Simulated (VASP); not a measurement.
Here is a VASP 6.6.1 calculation.

INCAR

```
  ALGO = Normal
  EDIFF = 1E-6
  ENCUT = 500
  GGA = PE
  GGA_COMPAT = F
  ISIF = 2
  ISMEAR = 0
  LASPH = T
  LCHARG = F
  LREAL = F
  LWAVE = F
  NBANDS = 16
  NELM = 120
  PREC = Accurate
  SIGMA = 0.01
```

File KPOINTS:

```
k-points
0
Gamma
  6 6 6
```

Contents of POSCAR:

```
GaAs
1.0
    0.0000000000      2.7886446409      2.7886446409
    2.7886446409      0.0000000000      2.7886446409
    2.7886446409      2.7886446409      0.0000000000
Ga As
1 1
Direct
    0.0000000000      0.0000000000      0.0000000000
    0.2500000000      0.2500000000      0.2500000000
```

Potentials or basis: VASP PAW PBE potentials, release 64 (Ga_d, As).

Launch:

```console
$ cat potpaw_PBE.64/Ga_d/POTCAR potpaw_PBE.64/As/POTCAR > POTCAR
$ mpirun -np 1 vasp_std > vasp.out
```

(1) Predict the pressure.

(2) What does it give for the band gap on the k mesh?

Results:

(1) 6.9 GPa.

(2) 0.83 eV, direct.
